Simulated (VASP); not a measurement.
# Li3SiN2 (P4/mmm) in VASP: a series of runs

The runs below take Li3SiN2 through single point, with PBE.

Everything below comes from runs of VASP 6.6.1. Logs are shortened: lines on timing, memory, paths and dates and some standing lists are left out, and cuts for length are marked.

## 1. The cell of the first run

Symmetry: P4/mmm, No. 123, tetragonal system. The conventional cell has a = 2.799 Å, b = 2.799 Å, c = 8.473 Å, α = 90.00°, β = 90.00°, γ = 90.00°. Li (site symmetry 4mm) has 4 Si at 2.40 Å and 4 N at 2.42 Å and 6 Li at 2.73 to 2.87 Å within 3.2 Å. Li (site symmetry 4/mmm) has 8 N at 2.47 Å and 6 Li at 2.80 to 2.87 Å within 3.3 Å. Within 3.2 Å of Si (site symmetry 4/mmm) lie 8 Li at 2.40 Å and 2 N at 2.75 Å and 4 Si at 2.80 Å. Within 3.2 Å of N (site symmetry 4mm) lie 8 Li at 2.42 to 2.47 Å and 1 Si at 2.75 Å and 5 N at 2.80 to 2.97 Å.

## 2. Single point, PBE

Input file INCAR:

```
ALGO = Normal
EDIFF = 1E-6
ENCUT = 520
GGA = PE
ISIF = 2
ISMEAR = 0
LASPH = True
LCHARG = False
LREAL = False
LWAVE = False
NBANDS = 20
NELM = 60
PREC = Accurate
SIGMA = 0.1
```

Input file KPOINTS:

```
k-points
0
Gamma
  6 6 2
```

Input file POSCAR:

```
Li3SiN2
1.0
    2.7986203700      0.0000000000      0.0000000000
    0.0000000000      2.7986203700      0.0000000000
    0.0000000000      0.0000000000      8.4732018400
Li Si N
3 1 2
Direct
    0.0000000000      0.0000000000      0.8390681100
    0.0000000000      0.0000000000      0.1609318900
    0.0000000000      0.0000000000      0.5000000000
    0.5000000000      0.5000000000      0.0000000000
    0.5000000000      0.5000000000      0.3248246900
    0.5000000000      0.5000000000      0.6751753100
```

Potentials or basis: VASP PAW PBE potentials, release 64 (Li_sv, Si, N).

The run is started by

```console
$ cat potpaw_PBE.64/Li_sv/POTCAR potpaw_PBE.64/Si/POTCAR potpaw_PBE.64/N/POTCAR > POTCAR
$ mpirun -np 1 vasp_std > vasp.out
```

OUTCAR:

```text
EDIFF = 1E-6
   ENCUT = 520
   GGA = PE
   ISIF = 2
   ISMEAR = 0
   LASPH = True
   LREAL = False
   NELM = 60
   PREC = Accurate

 ion  position               nearest neighbor table
   1  0.000  0.000  0.839-   4 2.40   4 2.40   4 2.40   4 2.40
   2  0.000  0.000  0.161-   4 2.40   4 2.40   4 2.40   4 2.40
   3  0.000  0.000  0.500-
   4  0.500  0.500  0.000-   1 2.40   2 2.40   1 2.40   2 2.40   1 2.40   2 2.40   1 2.40   2 2.40

   5  0.500  0.500  0.325-
   6  0.500  0.500  0.675-

  LATTYP: Found a simple tetragonal cell.
 ALAT       =     2.7986203700
 C/A-ratio  =     3.0276353059

  Lattice vectors:

 A1 = (   2.7986203700,   0.0000000000,   0.0000000000)
 A2 = (   0.0000000000,   2.7986203700,   0.0000000000)
 A3 = (   0.0000000000,   0.0000000000,   8.4732018400)

Analysis of symmetry for initial positions (statically):
=====================================================================
 Subroutine PRICEL returns:
 Original cell was already a primitive cell.

 Routine SETGRP: Setting up the symmetry group for a
 simple tetragonal supercell.

 Subroutine GETGRP returns: Found 16 space group operations
 (whereof 16 operations were pure point group operations)
 out of a pool of 16 trial point group operations.

The static configuration has the point symmetry D_4h.

Analysis of symmetry for dynamics (positions and initial velocities):
=====================================================================
 Subroutine PRICEL returns:
 Original cell was already a primitive cell.

 Routine SETGRP: Setting up the symmetry group for a
 simple tetragonal supercell.

 Subroutine GETGRP returns: Found 16 space group operations
 (whereof 16 operations were pure point group operations)
 out of a pool of 16 trial point group operations.

The dynamic configuration has the point symmetry D_4h.

 Subroutine INISYM returns: Found 16 space group operations
 (whereof 16 operations are pure point group operations),
 and found     1 'primitive' translations

----------------------------------------------------------------------------------------

                                     Primitive cell

  volume of cell :      66.3645

  direct lattice vectors                    reciprocal lattice vectors
     2.798620370  0.000000000  0.000000000     0.357318917  0.000000000  0.000000000
     0.000000000  2.798620370  0.000000000     0.000000000  0.357318917  0.000000000
     0.000000000  0.000000000  8.473201840     0.000000000  0.000000000  0.118019141

  length of vectors
     2.798620370  2.798620370  8.473201840     0.357318917  0.357318917  0.118019141

  position of ions in fractional coordinates (direct lattice)
     0.000000000  0.000000000  0.839068110
     0.000000000  0.000000000  0.160931890
     0.000000000  0.000000000  0.500000000
     0.500000000  0.500000000  0.000000000
     0.500000000  0.500000000  0.324824690
     0.500000000  0.500000000  0.675175310

  ion indices of the primitive-cell ions
   primitive index   ion index
                 1           1
                 2           2
                 3           3
                 4           4
                 5           5
                 6           6

----------------------------------------------------------------------------------------

 KPOINTS: k-points

Automatic generation of k-mesh.
 Grid dimensions read from file:
 generate k-points for:    6    6    2

 Generating k-lattice:

  Cartesian coordinates                     Fractional coordinates (reciprocal lattice)
     0.059553153  0.000000000  0.000000000     0.166666667  0.000000000  0.000000000
     0.000000000  0.059553153  0.000000000     0.000000000  0.166666667  0.000000000
     0.000000000  0.000000000  0.059009570     0.000000000  0.000000000  0.500000000

  Length of vectors
     0.059553153  0.059553153  0.059009570

  Shift w.r.t. Gamma in fractional coordinates (k-lattice)
     0.000000000  0.000000000  0.000000000

 Subroutine IBZKPT returns following result:
 ===========================================

 Found     20 irreducible k-points:

[... 42 lines left out ...]
  free energy    TOTEN  =       -23.54831674 eV

  energy without entropy =      -23.53098657  energy(sigma->0) =      -23.53965166

 E-fermi :   3.5331     XC(G=0):  -9.8292

 val. band max:        3.5198141897   @ k =   0.0000   0.0000   0.5000
 cond. band min:       3.5596594884   @ k =   0.5000   0.1667   0.5000
 fundamental gap:      0.0398452987
 Fermi energy:         3.5330573167

 k-point     1 :       0.0000    0.0000    0.0000
  band No.  band energies     occupation
      1     -41.7385      2.00000
      2     -41.7222      2.00000
      3     -41.0935      2.00000
      4      -9.8269      2.00000
      5      -9.4495      2.00000
      6      -7.2079      2.00000
[... 12 lines left out ...]
     19      12.8917      0.00000
     20      14.9496      0.00000

 k-point     2 :       0.1667    0.0000    0.0000
  band No.  band energies     occupation
      1     -41.7331      2.00000
      2     -41.7173      2.00000
      3     -41.0894      2.00000
      4      -9.6140      2.00000
      5      -9.2364      2.00000
      6      -6.7683      2.00000
[... 12 lines left out ...]
     19      12.6443      0.00000
     20      14.0491      0.00000

 k-point     3 :       0.3333    0.0000    0.0000
  band No.  band energies     occupation
      1     -41.7225      2.00000
      2     -41.7075      2.00000
      3     -41.0811      2.00000
      4      -9.1276      2.00000
      5      -8.7498      2.00000
      6      -5.5084      2.00000
[... 12 lines left out ...]
     19      14.0592      0.00000
     20      14.1117      0.00000

 k-point     4 :       0.5000    0.0000    0.0000
  band No.  band energies     occupation
      1     -41.7172      2.00000
      2     -41.7026      2.00000
      3     -41.0770      2.00000
      4      -8.8428      2.00000
      5      -8.4651      2.00000
      6      -4.2062      2.00000
[... 337 lines left out ...]
 k-point    19 :       0.5000    0.3333    0.5000
  band No.  band energies     occupation
      1     -41.7030      2.00000
      2     -41.6892      2.00000
      3     -41.0656      2.00000
      4      -8.0941      2.00000
      5      -7.8453      2.00000
      6      -2.2385      2.00000
[... 12 lines left out ...]
     19      12.2566      0.00000
     20      12.7177      0.00000

 k-point    20 :       0.5000    0.5000    0.5000
  band No.  band energies     occupation
      1     -41.6982      2.00000
      2     -41.6849      2.00000
      3     -41.0618      2.00000
      4      -7.8108      2.00000
      5      -7.5732      2.00000
      6      -0.0649      2.00000
[... 12 lines left out ...]
     19      11.3208      0.00000
     20      11.8407      0.00000

------------------------ aborting loop because EDIFF is reached ----------------------------------------

  FORCE on cell =-STRESS in cart. coord.  units (eV):
  Direction    XX          YY          ZZ          XY          YZ          ZX
  --------------------------------------------------------------------------------------
  -------------------------------------------------------------------------------------
  Total       -1.0043068     -1.0043068     -6.3411921      0.0000000      0.0000000      0.0000000
  in kB      -24.2460748    -24.2460748   -153.0896951      0.0000000      0.0000000      0.0000000
  external PRESSURE =     -67.1939482 kB  Pullay stress =       0.0000000 kB

 VOLUME and BASIS-vectors are now :
 -----------------------------------------------------------------------------
  energy-cutoff  :      520.00
  volume of cell :       66.36
      direct lattice vectors                 reciprocal lattice vectors
     2.798620370  0.000000000  0.000000000     0.357318917  0.000000000  0.000000000
     0.000000000  2.798620370  0.000000000     0.000000000  0.357318917  0.000000000
     0.000000000  0.000000000  8.473201840     0.000000000  0.000000000  0.118019141

 POSITION                                       TOTAL-FORCE (eV/Angst)
 -----------------------------------------------------------------------------------
      0.00000      0.00000      7.10959        -0.000000      0.000000     -2.666993
      0.00000      0.00000      1.36361        -0.000000      0.000000      2.666993
      0.00000      0.00000      4.23660        -0.000000      0.000000      0.000000
      1.39931      1.39931      0.00000        -0.000000      0.000000      0.000000
      1.39931      1.39931      2.75231        -0.000000     -0.000000     -1.688144
      1.39931      1.39931      5.72090         0.000000     -0.000000      1.688144
 -----------------------------------------------------------------------------------
    total drift:                                0.000000     -0.000000      0.000000

  FREE ENERGIE OF THE ION-ELECTRON SYSTEM (eV)
  ---------------------------------------------------
  free  energy   TOTEN  =       -23.5483167427 eV

  energy  without entropy=      -23.5309865686  energy(sigma->0) =      -23.53965166
```

Run time: 17 s. Hardware: 1 thread of Intel Xeon 6975P-C, shared host; peak memory 0.19 GiB.

Results:

```yaml
Free_energy: -23.5483 eV
Largest_force: 2.667 eV/Å
```

Forces in eV/Å, atoms in the order of the input:
```
Li   0.000  0.000 -2.667
Li   0.000  0.000  2.667
Li   0.000  0.000  0.000
Si   0.000  0.000  0.000
N    0.000  0.000 -1.688
N    0.000  0.000  1.688
```

Caveat: the k points lie up to 0.37 Å⁻¹ apart; the cutoff is under 1.25 times the usual one of these potentials, so pressure, stress and relaxed cells hold a basis-set (Pulay) error; forces of over 1 eV/Å act on the atoms, so gaps and moduli don't describe the material at rest.

## 3. Single point, PBE

This run uses another cell than the first one, of 11.15 Å³/atom, 1.008 times its volume.

Input file INCAR:

```
SYSTEM = Li3SiN2
ALGO = Normal ; EDIFF = 1E-6
ENCUT = 520 ; GGA = PE
ISIF = 2 ; ISMEAR = 0
LASPH = .TRUE. ; LCHARG = .FALSE.
LREAL = .FALSE. ; LWAVE = .FALSE.
NBANDS = 20 ; NELM = 60
PREC = Accurate ; SIGMA = 0.1
```

Input file KPOINTS:

```
k-points
0
G
  6 6 4
  0 0 0
```

Input file POSCAR:

```
Li3SiN2
1.0
    3.0649705069      0.0000000000      0.0000000000
    0.0000000000      3.0649705069      0.0000000000
    0.0000000000      0.0000000000      7.1215547020
Li Si N
3 1 2
Direct
    0.0000000000      0.0000000000      0.8021678316
    0.0000000000      0.0000000000      0.1978321684
    0.0000000000      0.0000000000      0.5000000000
    0.5000000000      0.5000000000      0.0000000000
    0.5000000000      0.5000000000      0.2362147772
    0.5000000000      0.5000000000      0.7637852228
```

Potentials or basis: VASP PAW PBE potentials, release 64 (Li_sv, Si, N).

The run is started by

```console
$ cat potpaw_PBE.64/Li_sv/POTCAR potpaw_PBE.64/Si/POTCAR potpaw_PBE.64/N/POTCAR > POTCAR
$ mpirun -np 1 vasp_std > vasp.out
```

Run time: 24 s. Hardware: 1 thread of Intel Xeon 6975P-C, shared host; peak memory 0.19 GiB.

Results (log left out):

- Free energy: -28.0216 eV
- Largest force: 0.022 eV/Å

Forces on the atoms (eV/Å):
```
Li   0.000  0.000  0.008
Li   0.000  0.000 -0.008
Li   0.000  0.000  0.000
Si   0.000  0.000  0.000
N    0.000  0.000  0.022
N    0.000  0.000 -0.022
```

Levels at points of the mesh, in eV from the Fermi level:
```csv
k point,band 8,band 9,band 10,band 11,band 12,band 13,band 14,band 15,band 16,band 17
"(0.00, 0.00, 0.00)",-1.74,-1.71,-1.71,-0.99,-0.99,3.36,5.17,5.81,5.85,5.85
"(0.50, 0.00, 0.00)",-3.55,-3.10,-1.01,-0.93,-0.43,0.29,4.75,5.19,5.28,7.49
"(0.50, 0.50, 0.00)",-4.62,-3.54,-3.54,-2.61,0.91,0.91,1.78,4.40,5.57,5.57
"(0.00, 0.00, 0.50)",-1.67,-1.67,-1.04,-1.04,-0.80,2.84,5.40,5.83,5.98,5.98
"(0.50, 0.00, 0.50)",-3.85,-3.68,-0.91,-0.73,-0.45,1.12,3.76,3.97,6.91,7.54
"(0.50, 0.50, 0.50)",-4.35,-3.71,-3.71,-3.00,1.47,1.47,1.78,4.56,4.56,4.86
```

Caveat: the cutoff is under 1.25 times the usual one of these potentials, so pressure, stress and relaxed cells hold a basis-set (Pulay) error.

## 4. Single point, PBE

This run uses another cell than the first one, of 11.10 Å³/atom, 1.004 times its volume.

Input file INCAR:

```
  PREC = Accurate
  ENCUT = 520
  EDIFF = 1E-6
  ISMEAR = 0
  SIGMA = 0.1
  LREAL = False
  LASPH = True
  NELM = 60
  ALGO = Normal
  ISIF = 2
  LWAVE = False
  LCHARG = False
  GGA = PE
  NBANDS = 20
```

Input file KPOINTS:

```
Automatic mesh
0
Gamma
  12 12 6
```

Input file POSCAR:

```
Li3SiN2
1.0
    3.0596979040      0.0000000000      0.0000000000
    0.0000000000      3.0596979040      0.0000000000
    0.0000000000      0.0000000000      7.1145516084
Li Si N
3 1 2
Direct
    0.0000000000      0.0000000000      0.8023918830
    0.0000000000      0.0000000000      0.1976081170
    0.0000000000      0.0000000000      0.5000000000
    0.5000000000      0.5000000000      0.0000000000
    0.5000000000      0.5000000000      0.2369131278
    0.5000000000      0.5000000000      0.7630868722
```

The run is started by

```console
$ cat potpaw_PBE.64/Li_sv/POTCAR potpaw_PBE.64/Si/POTCAR potpaw_PBE.64/N/POTCAR > POTCAR
$ mpirun -np 1 vasp_std > vasp.out
```

Wall time 88 s (1 thread of Intel Xeon 6975P-C, shared host); peak memory 0.26 GiB.

It converged, with:

```yaml
Free_energy: -28.0443 eV
Largest_force: 0.023 eV/Å
```

Forces in eV/Å, atoms in the order of the input:
```
Li   0.000  0.000 -0.006
Li   0.000  0.000  0.006
Li   0.000  0.000  0.000
Si   0.000  0.000  0.000
N    0.000  0.000  0.023
N    0.000  0.000 -0.023
```

Levels at points of the mesh, in eV from the Fermi level:
| k point | band 10 | band 11 | band 12 | band 13 | band 14 | band 15 |
| --- | --- | --- | --- | --- | --- | --- |
| (0.00, 0.00, 0.00) | -1.61 | -0.89 | -0.89 | 3.51 | 5.31 | 5.91 |
| (0.50, 0.00, 0.00) | -0.94 | -0.83 | -0.33 | 0.37 | 4.90 | 5.32 |
| (0.50, 0.50, 0.00) | -3.45 | -2.52 | 0.98 | 0.98 | 1.88 | 4.48 |
| (0.00, 0.00, 0.50) | -0.95 | -0.95 | -0.72 | 2.99 | 5.54 | 5.93 |
| (0.50, 0.00, 0.50) | -0.81 | -0.67 | -0.36 | 1.20 | 3.91 | 4.12 |
| (0.50, 0.50, 0.50) | -3.63 | -2.92 | 1.53 | 1.53 | 1.88 | 4.70 |

Caveat: the cutoff is under 1.25 times the usual one of these potentials, so pressure, stress and relaxed cells hold a basis-set (Pulay) error.

## 5. Single point, PBE, collinear spin, ferromagnetic start

Input file INCAR:

```
SYSTEM = Li3SiN2
PREC = Accurate
ENCUT = 520
EDIFF = 1E-6
ISMEAR = 0
SIGMA = 0.1
LREAL = .False.
LASPH = .True.
NELM = 150
ALGO = Normal
ISIF = 2
LWAVE = .False.
LCHARG = .True.
ISPIN = 2
MAGMOM = 0 0 0 0 1 1
LORBIT = 11
GGA = PE
LELF = .True.
LVHAR = .True.
NBANDS = 24
```

Input file KPOINTS:

```
regular mesh
0
Gamma
  6 6 2
  0 0 0
```

Input file POSCAR:

```
Li3SiN2
1.0
    2.7986203700      0.0000000000      0.0000000000
    0.0000000000      2.7986203700      0.0000000000
    0.0000000000      0.0000000000      8.4732018400
Li Si N
3 1 2
Direct
    0.0000000000      0.0000000000      0.8390681100
    0.0000000000      0.0000000000      0.1609318900
    0.0000000000      0.0000000000      0.5000000000
    0.5000000000      0.5000000000      0.0000000000
    0.5000000000      0.5000000000      0.3248246900
    0.5000000000      0.5000000000      0.6751753100
```

The run is started by

```console
$ cat potpaw_PBE.64/Li_sv/POTCAR potpaw_PBE.64/Si/POTCAR potpaw_PBE.64/N/POTCAR > POTCAR
$ mpirun -np 1 vasp_std > vasp.out
```

Wall time 52 s (1 thread of Intel Xeon 6975P-C, shared host); peak memory 0.23 GiB.

The run converged. Its results:

| Item | Value |
| --- | --- |
| Free energy | -23.5698 eV |
| Largest force | 2.706 eV/Å |
| Net moment | 1.25 μB per cell |
| Site moments | Li -0.00; Si -0.04; N +0.49 μB |
| Valence electrons inside the program's atomic spheres | Li 2.12, 2.04; Si 1.63; N 3.38 |

Forces in eV/Å, atoms in the order of the input:
```
Li   0.000  0.000 -2.706
Li   0.000  0.000  2.706
Li   0.000  0.000  0.000
Si   0.000  0.000  0.000
N    0.000  0.000 -1.598
N    0.000  0.000  1.598
```

Levels at points of the mesh, in eV from the Fermi level:
Spin up:
```
           k point  band 9  band 10  band 11  band 12  band 13  band 14  band 15  band 16
(0.00, 0.00, 0.00)    0.11     0.11     0.32     0.32     0.84     4.66     4.66     5.97
(0.50, 0.00, 0.00)   -3.47    -2.69    -2.05     0.63     0.76     1.98     4.75     7.64
(0.50, 0.50, 0.00)   -2.50    -2.50    -2.24    -2.24    -0.95    -0.51     1.51     4.20
(0.00, 0.00, 0.50)   -0.23     0.13     0.13     0.29     0.29     4.67     4.67     6.27
(0.50, 0.00, 0.50)   -3.53    -3.36    -0.56     0.64     0.76     1.03     4.63     7.65
(0.50, 0.50, 0.50)   -2.93    -2.93    -1.83    -1.83    -1.83     0.44     1.51     3.87
```
Spin down:
```
           k point  band 8  band 9  band 10  band 11  band 12  band 13  band 14  band 15
(0.00, 0.00, 0.00)   -2.50    1.16     1.16     1.32     1.42     1.42     4.60     4.60
(0.50, 0.00, 0.00)   -2.87   -2.72    -2.44    -1.44     1.77     1.91     2.45     4.66
(0.50, 0.50, 0.00)   -3.71   -1.68    -1.68    -1.60    -1.60    -0.39     0.12     1.44
(0.00, 0.00, 0.50)   -0.91    0.02     1.20     1.20     1.37     1.37     4.62     4.62
(0.50, 0.00, 0.50)   -3.21   -2.97    -2.61     0.17     1.25     1.78     1.90     4.53
(0.50, 0.50, 0.50)   -3.61   -2.16    -2.16    -1.25    -1.07    -1.07     1.19     1.44
```

Caveat: the k points lie up to 0.37 Å⁻¹ apart; the cutoff is under 1.25 times the usual one of these potentials, so pressure, stress and relaxed cells hold a basis-set (Pulay) error; forces of over 1 eV/Å act on the atoms, so gaps and moduli don't describe the material at rest.

## 6. Overview

| spin | cell | k mesh | gap on the mesh (eV) | largest force (eV/Å) |
| --- | --- | --- | --- | --- |
| off | a = 2.799, b = 2.799, c = 8.473 Å, 6 atoms | 6 × 6 × 2 | none | 2.67 |
| off | a = 3.065, b = 3.065, c = 7.122 Å, 6 atoms | 6 × 6 × 4 | none | 0.02 |
| off | a = 3.060, b = 3.060, c = 7.115 Å, 6 atoms | 12 × 12 × 6 | none | 0.02 |
| collinear, ferromagnetic start | a = 2.799, b = 2.799, c = 8.473 Å, 6 atoms | 6 × 6 × 2 | none | 2.71 |

Alike in all rows: task single point; level PBE; potentials or basis VASP PAW PBE potentials, release 64 (Li_sv, Si, N); cutoff (eV) 520; smearing gaussian 0.1 eV.

Caveats: some runs use coarse meshes; the cutoff is under 1.25 times the usual one of these potentials, so pressure, stress and relaxed cells hold a basis-set (Pulay) error; forces of over 1 eV/Å act on the atoms, so gaps and moduli don't describe the material at rest (some runs).

Total energies depend on the potentials used, so only differences within one code and one set of settings carry meaning.
